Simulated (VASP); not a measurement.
# Mg3O2 (P-3m1) in VASP: a series of runs, part 2 of 2

VASP 6.6.1.

### 3 Relaxation of cell and atoms, PBE

This run uses another cell than the first one, of 13.20 Å³/atom.

Input file INCAR:

```
SYSTEM = Mg3O2
ALGO = Normal ; EDIFF = 1E-7
EDIFFG = -0.08 ; ENCUT = 600
GGA = PE ; IBRION = 2
ISIF = 3 ; ISMEAR = 0
LASPH = .TRUE. ; LCHARG = .FALSE.
LREAL = .FALSE. ; LWAVE = .FALSE.
NELM = 60 ; NSW = 36
PREC = Accurate ; SIGMA = 0.2
```

Input file KPOINTS:

```
k-points
0
G
  6 6 3
  0 0 0
```

Input file POSCAR:

```
Mg3O2
1.0
    3.3000000000      0.0000000000      0.0000000000
   -1.6500000000      2.8578838300      0.0000000000
    0.0000000000      0.0000000000      7.0000000000
Mg O
3 2
Direct
    0.6666666700      0.3333333300      0.3660000000
    0.3333333300      0.6666666700      0.6340000000
    0.0000000000      0.0000000000      0.0000000000
    0.3333333300      0.6666666700      0.2350000000
    0.6666666700      0.3333333300      0.7650000000
```

Potentials or basis: VASP PAW PBE potentials, release 64 (Mg, O).

Started as:

```
> cat potpaw_PBE.64/Mg/POTCAR potpaw_PBE.64/O/POTCAR > POTCAR
> mpirun -np 1 vasp_std > vasp.out
```

OUTCAR:

```text
SYSTEM = Mg3O2
   EDIFF = 1E-7
   EDIFFG = -0.08
   ENCUT = 600
   GGA = PE
   IBRION = 2
   ISIF = 3
   ISMEAR = 0
   LASPH = .TRUE.
   LREAL = .FALSE.
   NELM = 60
   NSW = 36
   PREC = Accurate

 ion  position               nearest neighbor table
   1  0.667  0.333  0.366-   4 2.11   4 2.11   4 2.11   2 2.67   2 2.67   2 2.67   5 2.79   3 3.19
                             3 3.19   3 3.19
   2  0.333  0.667  0.634-   5 2.11   5 2.11   5 2.11   1 2.67   1 2.67   1 2.67   4 2.79   3 3.19
                             3 3.19   3 3.19
   3  0.000  0.000  0.000-   4 2.52   5 2.52   4 2.52   5 2.52   5 2.52   4 2.52   1 3.19   2 3.19
                             2 3.19   1 3.19   2 3.19   1 3.19
   4  0.333  0.667  0.235-   1 2.11   1 2.11   1 2.11   3 2.52   3 2.52   3 2.52   2 2.79
   5  0.667  0.333  0.765-   2 2.11   2 2.11   2 2.11   3 2.52   3 2.52   3 2.52   1 2.79

  LATTYP: Found a hexagonal cell.
 ALAT       =     3.3000000000
 C/A-ratio  =     2.1212121212

  Lattice vectors:

 A1 = (   3.3000000000,   0.0000000000,   0.0000000000)
 A2 = (  -1.6500000000,   2.8578838300,   0.0000000000)
 A3 = (   0.0000000000,   0.0000000000,   7.0000000000)

Analysis of symmetry for initial positions (statically):
=====================================================================
 Subroutine PRICEL returns:
 Original cell was already a primitive cell.

 Routine SETGRP: Setting up the symmetry group for a
 hexagonal supercell.

 Subroutine GETGRP returns: Found 12 space group operations
 (whereof 12 operations were pure point group operations)
 out of a pool of 24 trial point group operations.

The static configuration has the point symmetry D_3d.

Analysis of symmetry for dynamics (positions and initial velocities):
=====================================================================
 Subroutine PRICEL returns:
 Original cell was already a primitive cell.

 Routine SETGRP: Setting up the symmetry group for a
 hexagonal supercell.

 Subroutine GETGRP returns: Found 12 space group operations
 (whereof 12 operations were pure point group operations)
 out of a pool of 24 trial point group operations.

The dynamic configuration has the point symmetry D_3d.

 Subroutine INISYM returns: Found 12 space group operations
 (whereof 12 operations are pure point group operations),
 and found     1 'primitive' translations

----------------------------------------------------------------------------------------

                                     Primitive cell

  volume of cell :      66.0171

  direct lattice vectors                    reciprocal lattice vectors
     3.300000000  0.000000000  0.000000000     0.303030303  0.174954627  0.000000000
    -1.650000000  2.857883830  0.000000000     0.000000000  0.349909254  0.000000000
     0.000000000  0.000000000  7.000000000     0.000000000  0.000000000  0.142857143

  length of vectors
     3.300000000  3.299999998  7.000000000     0.349909254  0.349909254  0.142857143

  position of ions in fractional coordinates (direct lattice)
     0.666666670  0.333333330  0.366000000
     0.333333330  0.666666670  0.634000000
     0.000000000  0.000000000  0.000000000
     0.333333330  0.666666670  0.235000000
     0.666666670  0.333333330  0.765000000

  ion indices of the primitive-cell ions
   primitive index   ion index
                 1           1
                 2           2
                 3           3
                 4           4
                 5           5

----------------------------------------------------------------------------------------

 KPOINTS: k-points
[... 70 lines left out ...]
   PSTRESS=    0.0 pullay stress
   NELECT =      18.0000    total number of electrons
   NUPDOWN=      -1.0000    fix difference up-down
   EMIN   =  10.00;   EMAX   =-10.00  energy-range for DOS
   EFERMI =   0.00;   METHOD = LEGACY
   ISMEAR =     0;   SIGMA  =   0.20  broadening in eV -4-tet -1-fermi 0-gaus
   EFERMI_NEDOS =   21; number of points for ismear=-14 and -15
   IALGO  =     38    algorithm
   IMIX   =      4    mixing-type and parameters
     AMIX     =   0.40;   BMIX     =  1.00
     AMIX_MAG =   1.60;   BMIX_MAG =  1.00
  volume/ion in A,a.u.               =      13.20        89.10
  Fermi-wavevector in a.u.,A,eV,Ry     =   1.061566  2.006068 15.332697  1.126921
  Thomas-Fermi vector in A             =   2.196986
   LORBIT       =      0    0 simple, 1 ext, 2 COOP (PROOUT), +10 PAW based schemes
   GGA     = PE    functional components
   LHFCALC =     F    Hartree Fock is set to
   AEXX    =    0.0000 exact exchange contribution
   IVDW    =     0    specifies the selected vdW correction
   LEPSILON=     F    determine dielectric tensor
   LRPA    =     F    only Hartree local field effects (RPA)
 conjugate gradient relaxation of ions
 non-spin polarized calculation
 Gauss-broadening in eV      SIGMA  =   0.20
  energy-cutoff  :      600.00
  volume of cell :       66.02
 maximum number of plane-waves:      2247
 NGX is ok and might be reduce to    28
   NGX = 13   NGY = 13   NGZ = 27

--------------------------------------- Ionic step        1  -------------------------------------------

 number of electron      17.9999999 magnetization

 Free energy of the ion-electron system (eV)
  ---------------------------------------------------
  ext. energy  EPLUGINS =         0.00000000
  ---------------------------------------------------
  free energy    TOTEN  =       -21.83449248 eV

  energy without entropy =      -21.80698576  energy(sigma->0) =      -21.82073912

------------------------ aborting loop because EDIFF is reached ----------------------------------------

  FORCE on cell =-STRESS in cart. coord.  units (eV):
  Direction    XX          YY          ZZ          XY          YZ          ZX
  --------------------------------------------------------------------------------------
  -------------------------------------------------------------------------------------
  Total       -2.4264340     -2.4264340      2.8298282      0.0000000     -0.0000000      0.0000000
  in kB      -58.8874181    -58.8874180     68.6774395      0.0000000     -0.0000000      0.0000000
  external PRESSURE =     -16.3657989 kB  Pullay stress =       0.0000000 kB
[... 98 lines left out ...]
  FREE ENERGIE OF THE ION-ELECTRON SYSTEM (eV)
  ---------------------------------------------------
  free  energy   TOTEN  =       -23.9758138613 eV

  energy  without entropy=      -23.9591292683  energy(sigma->0) =      -23.96747156

 E-fermi :   5.6071     XC(G=0):  -9.9667

 val. band max:        5.0953500576   @ k =   0.5000  -0.0000   0.0000
 cond. band min:       5.6256811626   @ k =   0.5000  -0.0000   0.0000
 fundamental gap:      0.5303311050
 Fermi energy:         5.6070989545

 k-point     1 :       0.0000    0.0000    0.0000
  band No.  band energies     occupation
      1     -15.3506      2.00000
      2     -14.7755      2.00000
      3      -2.6469      2.00000
      4      -0.3852      2.00000
      5       0.7136      2.00000
      6       0.7136      2.00000
      7       0.9436      2.00000
      8       1.0178      2.00000
      9       1.0178      2.00000
     10       6.2722      0.00000
     11       6.7738      0.00000
     12       9.8214      0.00000
     13      13.1654      0.00000
[... 242 lines left out ...]
  band No.  band energies     occupation
      1     -14.3365      2.00000
      2     -14.3365      2.00000
      3      -1.8210      2.00000
      4      -1.6512      2.00000
      5      -1.6512      2.00000
      6      -1.0855      2.00000
      7       0.0263      2.00000
      8       0.0263      2.00000
      9       6.2260      0.00001
     10       7.0954      0.00000
     11       7.0954      0.00000
     12       9.2244      0.00000
     13      11.6873      0.00000

[... ionic steps 4 to 10 ...]

--------------------------------------- Ionic step       11  -------------------------------------------

 number of electron      17.9999994 magnetization

------------------------ aborting loop because EDIFF is reached ----------------------------------------
[... 73 lines left out ...]
--------------------------------------- Ionic step       13  -------------------------------------------

 number of electron      17.9999995 magnetization

 Free energy of the ion-electron system (eV)
  ---------------------------------------------------
  ext. energy  EPLUGINS =         0.00000000
  ---------------------------------------------------
  free energy    TOTEN  =       -24.64967066 eV

  energy without entropy =      -24.63879838  energy(sigma->0) =      -24.64423452

 E-fermi :   5.7001     XC(G=0): -10.1689

 val. band max:        5.5808831594   @ k =   0.0000   0.0000   0.3333
 cond. band min:       5.7027323821   @ k =   0.5000  -0.0000   0.3333
 fundamental gap:      0.1218492227
 Fermi energy:         5.7001179693

 k-point     1 :       0.0000    0.0000    0.0000
  band No.  band energies     occupation
      1     -15.0586      2.00000
      2     -14.4337      2.00000
      3      -2.5204      2.00000
      4      -0.0821      2.00000
      5       1.0022      2.00000
      6       1.2044      2.00000
      7       1.2044      2.00000
      8       1.5295      2.00000
      9       1.5295      2.00000
     10       6.8487      0.00000
     11       7.5382      0.00000
     12      10.4664      0.00000
     13      13.9029      0.00000
[... 286 lines left out ...]
  FREE ENERGIE OF THE ION-ELECTRON SYSTEM (eV)
  ---------------------------------------------------
  free  energy   TOTEN  =       -24.6496706567 eV

  energy  without entropy=      -24.6387983760  energy(sigma->0) =      -24.64423452

 reached required accuracy - stopping structural energy minimisation
```

OSZICAR:

```text
N       E                     dE             d eps       ncg     rms          rms(c)
DAV:   1     0.909478688323E+02    0.90948E+02   -0.89242E+03   442   0.132E+03
DAV:   2    -0.174397177428E+02   -0.10839E+03   -0.10219E+03   627   0.234E+02
DAV:   3    -0.258300512203E+02   -0.83903E+01   -0.82564E+01   532   0.735E+01
[... 132 lines left out ...]
DAV:   4    -0.246496710321E+02    0.50991E-04   -0.92165E-05   562   0.899E-02    0.750E-03
DAV:   5    -0.246496704890E+02    0.54310E-06   -0.10744E-05   472   0.291E-02    0.301E-03
DAV:   6    -0.246496707073E+02   -0.21828E-06   -0.76301E-07   547   0.744E-03    0.280E-03
DAV:   7    -0.246496706323E+02    0.74936E-07   -0.11655E-06   532   0.867E-03    0.964E-04
DAV:   8    -0.246496706567E+02   -0.24347E-07   -0.10274E-07   251   0.293E-03
  13 F= -.24649671E+02 E0= -.24644235E+02  d E =-.628019E-02
```

Wall time 2.7 min (1 thread of Intel Xeon Platinum 8488C (Sapphire Rapids), shared host); peak memory 0.21 GiB.

What came out:

- Free energy: -24.6497 eV
- Relaxed volume: 11.96 Å³/atom
- Relaxed cell: a = 3.038 Å, b = 3.038 Å, c = 7.484 Å, α = 90.00°, β = 90.00°, γ = 120.00°
- Space group after relaxing (to 0.1 Å): P-3m1 (No. 164)
- Energy gained by relaxing: 563.0 meV/atom
- Ionic steps: 13
- Pressure after relaxing: 0.3 GPa
- Largest force after relaxing: 0.046 eV/Å
- Band gap on the k mesh: zero (bands 9 and 10 overlap by 0.68 eV)

Forces in eV/Å, atoms in the order of the input:
```
Mg   0.000  0.000  0.037
Mg   0.000  0.000 -0.037
Mg   0.000  0.000  0.000
O    0.000  0.000  0.046
O    0.000  0.000 -0.046
```

The path:
| step | energy change (eV) | largest force (eV/Å) | pressure (GPa) | volume (Å³) |
| --- | --- | --- | --- | --- |
| 1 | 0.0000 | 2.0980 | -1.64 | 66.02 |
| 2 | -0.9436 | 2.6313 | -2.09 | 64.68 |
| 3 | -2.1413 | 2.3987 | 5.96 | 60.15 |
| 4 | -2.5123 | 1.3224 | 2.21 | 61.26 |
| 5 | -2.5311 | 1.0564 | 1.72 | 61.53 |
| 6 | -2.6459 | 0.8967 | -0.14 | 61.96 |
| 7 | -2.7322 | 0.3225 | -4.30 | 63.09 |
| 8 | -2.7501 | 0.6266 | -3.22 | 62.73 |
| 9 | -2.8012 | 0.2305 | -1.56 | 61.20 |
| 10 | -2.8089 | 0.1632 | -0.59 | 60.40 |
| 11 | -2.8089 | 0.1755 | -0.51 | 60.33 |
| 12 | -2.8145 | 0.0887 | 0.03 | 59.99 |
| 13 | -2.8152 | 0.0458 | 0.31 | 59.82 |

Final structure:
```
Mg O
1.0
     3.03795    0.00000    0.00000
    -1.51898    2.63094    0.00000
     0.00000    0.00000    7.48403
Mg O
3 2
Direct
  0.66667 0.33333 0.32979
  0.33333 0.66667 0.67021
  0.00000 0.00000 0.00000
  0.33333 0.66667 0.16206
  0.66667 0.33333 0.83794
```

Caveat: the k points lie up to 0.40 Å⁻¹ apart in the final cell, too coarse for converged energies and pressures of a metal; semilocal functionals underestimate gaps, so a narrow gap can read as zero; the relaxation stopped at a loose force limit of 0.08 eV/Å, so its end isn't a converged minimum.

### 4 Single point, PBE

This run uses another cell than the first one, of 12.02 Å³/atom.

Input file INCAR:

```
SYSTEM = Mg3O2
  ALGO = Normal
  EDIFF = 1E-6
  ENCUT = 520
  GGA = PE
  ISIF = 2
  ISMEAR = 0
  LASPH = .True.
  LCHARG = .True.
  LELF = .True.
  LREAL = .False.
  LVHAR = .True.
  LWAVE = .False.
  NBANDS = 17
  NELM = 80
  PREC = Accurate
  SIGMA = 0.1
```

Input file KPOINTS:

```
k-points
0
Gamma
  12 12 4
  0 0 0
```

Input file POSCAR:

```
Mg3O2
1.0
    3.0451349369      0.0000000000      0.0000000000
   -1.5225674684      2.6371642133      0.0000000000
    0.0000000000      0.0000000000      7.4850942437
Mg O
3 2
Direct
    0.6666666667      0.3333333333      0.3307902188
    0.3333333333      0.6666666667      0.6692097812
    0.0000000000      0.0000000000      0.0000000000
    0.3333333333      0.6666666667      0.1627625670
    0.6666666667      0.3333333333      0.8372374330
```

Started as:

```
> cat potpaw_PBE.64/Mg/POTCAR potpaw_PBE.64/O/POTCAR > POTCAR
> mpirun -np 1 vasp_std > vasp.out
```

Run time: 42 s. Hardware: 1 thread of Intel Xeon Platinum 8488C (Sapphire Rapids), shared host; peak memory 0.21 GiB.

It converged, with:

- Free energy: -24.5924 eV
- Pressure: -0.6 GPa
- Largest force: 0.016 eV/Å
- Band gap on the k mesh: zero (bands 9 and 10 overlap by 1.04 eV)

Forces on the atoms (eV/Å):
```
Mg   0.000  0.000 -0.016
Mg   0.000  0.000  0.016
Mg   0.000  0.000  0.000
O    0.000  0.000  0.000
O    0.000  0.000  0.000
```

Levels at points of the mesh, in eV from the Fermi level:
```csv
k point,band 5,band 6,band 7,band 8,band 9,band 10,band 11,band 12,band 13,band 14
"(0.00, 0.00, 0.00)",-4.62,-4.40,-4.40,-4.08,-4.08,1.22,1.87,4.84,8.22,11.56
"(0.50, 0.00, 0.00)",-5.77,-5.33,-5.06,-4.69,-0.52,0.05,3.01,5.29,5.49,6.48
"(0.00, 0.00, 0.50)",-4.40,-4.40,-4.08,-4.08,-3.25,-0.38,3.21,4.69,9.22,9.51
"(0.50, 0.00, 0.50)",-5.65,-5.34,-5.06,-4.69,-0.76,0.01,3.45,4.79,6.27,6.49
```

### 5 Overview

```csv
task,cell,k mesh,cutoff (eV),smearing,gap on the mesh (eV),pressure (GPa),largest force (eV/Å)
single point,"a = 3.050, b = 3.050, c = 7.487 Å, angles 90.0, 90.0, 120.0°, 5 atoms, atomic positions A",6 × 6 × 3,520,gaussian 0.2 eV,none,-0.5,0.02
relaxation of cell and atoms,"relaxed from a = 3.300, b = 3.300, c = 7.000 Å, angles 90.0, 90.0, 120.0°, 5 atoms, atomic positions B",6 × 6 × 3,600,gaussian 0.2 eV,none,0.3,0.05
single point,"a = 3.045, b = 3.045, c = 7.485 Å, angles 90.0, 90.0, 120.0°, 5 atoms, atomic positions A",12 × 12 × 4,520,gaussian 0.1 eV,none,-0.6,0.02
```

Alike in all rows: level PBE; potentials or basis VASP PAW PBE potentials, release 64 (Mg, O); no spin polarisation.

Caveats: some runs use coarse meshes; semilocal functionals underestimate gaps, so a narrow gap can read as zero (at least some runs); the relaxation stopped at a loose force limit of 0.08 eV/Å, so its end isn't a converged minimum (at least some runs).

Absolute energies hang on the potentials; compare differences alone.
